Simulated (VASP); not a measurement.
Runs of VASP 6.6.1 on NbH2. The structure is that of space group P4mm (No. 99), or close to it. The cells are those of the table. 

| level | cell | k mesh | gap on the mesh (eV) | largest force (eV/Å) |
| --- | --- | --- | --- | --- |
| PBE | a = 2.733, b = 2.733, c = 26.082 Å, 3 atoms | 16 × 16 × 1 | none | 0.01 |
| PBE | a = 3.227, b = 3.227, c = 16.000 Å, 3 atoms | 6 × 6 × 1 | none | 0.84 |
| PBE | a = 2.725, b = 2.725, c = 26.082 Å, 3 atoms | 6 × 6 × 1 | none | - |
| PBE | a = 2.725, b = 2.725, c = 26.082 Å, 3 atoms | 16 × 16 × 1 | none | 0.01 |
| PBEsol | a = 2.733, b = 2.733, c = 26.082 Å, 3 atoms | 16 × 16 × 1 | none | (a) |

Alike in all rows: task single point; potentials or basis VASP PAW PBE potentials, release 64 (Nb_sv, H); no spin polarisation; cutoff (eV) 520; smearing gaussian 0.1 eV.

Q: Fill in the values left out.

A: (a) 0.06.

Caveats: some runs use coarse meshes; the PAW data sets were made with another functional, which shifts forces and pressure a little (some runs).

A k mesh can miss the band edges, and the runs leave out spin-orbit coupling on Nb.

A gap of «none» marks levels without a gap at the run's occupations.
